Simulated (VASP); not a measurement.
Wanted: the native input for a VASP 6.6.1 run.

* Task: single point
* Functional: PBE
* Potentials or basis: VASP PAW PBE potentials, release 64 (Ag, Sn_d, Se, I)
* Cutoff: 520 eV
* k mesh: 3 × 3 × 2
* Occupations: gaussian, width 0.15 eV
* Spin: no spin polarisation
* Dipole correction: no
* Further INCAR settings: ALGO = Normal; EDIFF = 1e-06; NBANDS = 42

The structure of AgSn2SeI3 lies in POSCAR:

```
AgSn2SeI3
1.0
    7.1320578240      0.0000000000      0.0000000000
   -3.5660289120      6.1765432569      0.0000000000
    0.0000000000      0.0000000000     10.2748925661
Ag Sn Se I
1 2 1 3
Direct
    0.0000000000      0.0000000000      0.0000000000
    0.0000000000      0.0000000000      0.7415068049
    0.0000000000      0.0000000000      0.2584931951
    0.0000000000      0.0000000000      0.5000000000
    0.5000585960      0.0000000000      0.5000000000
    0.0000000000      0.5000585960      0.5000000000
    0.4999414040      0.4999414040      0.5000000000
```

These files were run (other wordings do the same):

INCAR

```
SYSTEM = AgSn2SeI3
PREC = Accurate ; ENCUT = 520
EDIFF = 1E-6 ; ISMEAR = 0
SIGMA = 0.15 ; LREAL = .False.
LASPH = .True. ; NELM = 60
ALGO = Normal ; ISIF = 2
LWAVE = .False. ; LCHARG = .False.
GGA = PE ; NBANDS = 42
```

KPOINTS

```
regular mesh
0
Gamma
  3 3 2
  0 0 0
```

Potentials or basis: VASP PAW PBE potentials, release 64 (Ag, Sn_d, Se, I).

Command:

```console
$ cat potpaw_PBE.64/Ag/POTCAR potpaw_PBE.64/Sn_d/POTCAR potpaw_PBE.64/Se/POTCAR potpaw_PBE.64/I/POTCAR > POTCAR
$ mpirun -np 1 vasp_std > vasp.out
```

It gave:

| Property | Result |
| --- | --- |
| Pressure | 0.3 GPa |
| Largest force | 0.028 eV/Å |
| Band gap on the k mesh | zero (band 33 reaches 0.44 eV, above the bottom of band 34 at 0.12 eV) |

Caveat: spin-orbit coupling is left out, which moves the levels of the heavy elements.

Wall time 100 s on 1 thread of Intel(R) Xeon(R) 6975P-C (Granite Rapids) (shared host), peak memory 0.6 GiB.
